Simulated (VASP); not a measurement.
Set up this calculation in VASP 6.6.1, as the native input.

* Task: single point
* Functional: PBE
* Potentials or basis: VASP PAW PBE potentials, release 64 (Ge_d, Se)
* Cutoff: 520 eV
* k mesh: 3 × 3 × 3
* Occupations: gaussian, width 0.2 eV
* Spin: no spin polarisation
* Dipole correction: no
* Further INCAR settings: ALGO = Normal; EDIFF = 1e-07; NBANDS = 31

The structure of GeSe5 lies in POSCAR:

```
GeSe5
1.0
    3.6055033761      2.0816383448      3.4708762632
   -3.6055033761      2.0816383448      3.4708762632
    0.0000000000     -4.1632766895      3.4708762632
Ge Se
1 5
Direct
    0.5524470370      0.5524470370      0.5524470370
    0.5499093778      0.0507704730      0.5499093778
    0.5499093778      0.5499093778      0.0507704730
    0.0507704730      0.5499093778      0.5499093778
    0.2338271766      0.2338271766      0.2338271766
    0.8673202777      0.8673202777      0.8673202777
```

One way to write it, as run:

INCAR

```
SYSTEM = GeSe5
PREC = Accurate ; ENCUT = 520
EDIFF = 1E-7 ; ISMEAR = 0
SIGMA = 0.2 ; LREAL = .False.
LASPH = .True. ; NELM = 80
ALGO = Normal ; ISIF = 2
LWAVE = .False. ; LCHARG = .False.
GGA = PE ; NBANDS = 31
```

KPOINTS

```
Automatic mesh
0
Gamma
  3 3 3
  0 0 0
```

Potentials or basis: VASP PAW PBE potentials, release 64 (Ge_d, Se).

Launch:

```sh
$ cat potpaw_PBE.64/Ge_d/POTCAR potpaw_PBE.64/Se/POTCAR > POTCAR
$ mpirun -np 1 vasp_std > vasp.out
```

Results of the run:

| Quantity | Value |
| --- | --- |
| Pressure | 0.0 GPa |
| Largest force | 0.029 eV/Å |

Caveat: the k points lie up to 0.39 Å⁻¹ apart.

It took 14 s on 1 thread of Intel(R) Xeon(R) 6975P-C (Granite Rapids), with other jobs on the host, peak memory 0.24 GiB.
